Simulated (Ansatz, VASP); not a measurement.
## Two plane-wave programs on AlGaN2

Contents of INCAR:

```
  ALGO = Normal
  EDIFF = 1E-7
  ENCUT = 520
  GGA = CA
  ISIF = 2
  ISMEAR = 0
  LASPH = True
  LCHARG = True
  LELF = True
  LREAL = False
  LVHAR = True
  LWAVE = False
  NBANDS = 21
  NELM = 100
  PREC = Accurate
  SIGMA = 0.05
```

Contents of KPOINTS:

```
k-points
0
Gamma
  8 8 6
```

Contents of POSCAR:

```
AlGaN2
1.0
    3.1251726635      0.0000000000      0.0000000000
    0.0000000000      3.1251726635      0.0000000000
    0.0000000000      0.0000000000      4.4238379400
Al Ga N
1 1 2
Direct
    0.5000000000      0.5000000000      0.5000000000
    0.0000000000      0.0000000000      0.0000000000
    0.5000000000      0.0000000000      0.7382648100
    0.0000000000      0.5000000000      0.2617351900
```

Input for Ansatz:

```yaml
crystal:
  lattice:
    - [3.1251726635, 0.0, 0.0]
    - [0.0, 3.1251726635, 0.0]
    - [0.0, 0.0, 4.42383794]
  atoms:
    - { symbol: Al, position: [0.5, 0.5, 0.5] }
    - { symbol: Ga, position: [0.0, 0.0, 0.0] }
    - { symbol: "N", position: [0.5, 0.0, 0.73826481] }
    - { symbol: "N", position: [0.0, 0.5, 0.26173519] }
basis:
  ecutwfc: 420
kpoints:
  mp_grid: { grid: [8, 8, 6] }
hamiltonian:
  xc: lda
scf:
  occupations: { method: gaussian, width: 0.05 }
output:
  forces: true
  stress: true
  eigenvalues: true
```

Change from the starting cell: strain -0.0050 x Voigt [1, 1, 0, 0, 0, 0], atoms carried along.

Alike in both runs: task single point; functional LDA; k mesh 8 × 8 × 6; occupations gaussian, width 0.05 eV; no spin polarisation.

|  | VASP | Ansatz |
| --- | --- | --- |
| version | VASP 6.6.1 | Ansatz 0.2.0 |
| potentials or method | VASP PAW LDA potentials, release 64 (Al, Ga_d, N), cutoff 520 eV | scalar-relativistic, plane waves, PAW |
| valence electrons in the cell | 26 | 26 |

|  | VASP | Ansatz | Ansatz less VASP |
| --- | --- | --- | --- |
| gap on the k mesh at the Fermi level (eV) | 2.94 | 2.92 | -0.012 |
| least direct gap on the mesh (eV) | 2.94 | 2.92 | -0.012 |
| pressure (GPa) | -2.2 | -3.1 | -0.81 |
| traceless stress, the component that is largest in VASP (GPa) | -0.59 | -0.61 | -0.015 |
| rms of the force components (eV/Å) | 0.074 | 0.085 | +0.0115 |

LDA's correlation is that of Perdew and Zunger in VASP and of Perdew and Wang (1992) in Ansatz. Atom by atom the forces differ by 0.012 eV/Å (rms over components).
